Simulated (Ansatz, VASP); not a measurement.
MnCu in VASP and in Ansatz

File INCAR:

```
PREC = Accurate ; ENCUT = 520
EDIFF = 1E-7 ; ISMEAR = 0
SIGMA = 0.1 ; LREAL = False
LASPH = True ; NELM = 60
ALGO = Fast ; ISIF = 2
LWAVE = False ; LCHARG = False
GGA = PE ; NBANDS = 19
```

The input KPOINTS:

```
regular mesh
0
Gamma
  18 18 18
```

POSCAR

```
MnCu
1.0
   -1.9921716352     -1.9921716352     -3.9024797735
   -1.9921716352     -3.9024797735     -1.9921716352
   -3.9024797735     -1.9921716352     -1.9921716352
Mn Cu
1 1
Direct
    0.0000000000      0.0000000000      0.0000000000
    0.5000000000      0.5000000000      0.5000000000
```

Input for Ansatz:

```yaml
crystal:
  lattice:
    - [1.9921716352, 1.9921716352, 3.9024797735]
    - [1.9921716352, 3.9024797735, 1.9921716352]
    - [3.9024797735, 1.9921716352, 1.9921716352]
  atoms:
    - { symbol: Mn, position: [0.0, 0.0, 0.0] }
    - { symbol: Cu, position: [0.5, 0.5, 0.5] }
basis:
  ecutwfc: 420
kpoints:
  mp_grid: { grid: [18, 18, 18] }
hamiltonian:
  xc: pbe
scf:
  occupations: { method: gaussian, width: 0.1 }
  lower_state_search: "off"
output:
  forces: true
  stress: true
  eigenvalues: true
```

Alike in both runs: task single point; functional PBE; k mesh 18 × 18 × 18; occupations gaussian, width 0.1 eV; no spin polarisation.

|  | VASP | Ansatz |
| --- | --- | --- |
| version | VASP 6.6.1 | Ansatz 0.2.0 |
| potentials or method | VASP PAW PBE potentials, release 64 (Mn_pv, Cu), cutoff 520 eV | scalar-relativistic, plane waves, PAW |
| valence electrons in the cell | 24 | 34 |

|  | VASP | Ansatz | Ansatz less VASP |
| --- | --- | --- | --- |
| gap on the k mesh at the Fermi level (eV) | none | none | - |
| pressure (GPa) | -27.1 | -28.0 | -0.84 |

A gap of «none» marks a metal or a gap that the smearing closes. With one functional, cell and mesh, what is left measures potentials, basis and numerics. VASP's potentials hold 24 valence electrons a cell and Ansatz's 34, so a difference there can come from the potentials and not from the codes.
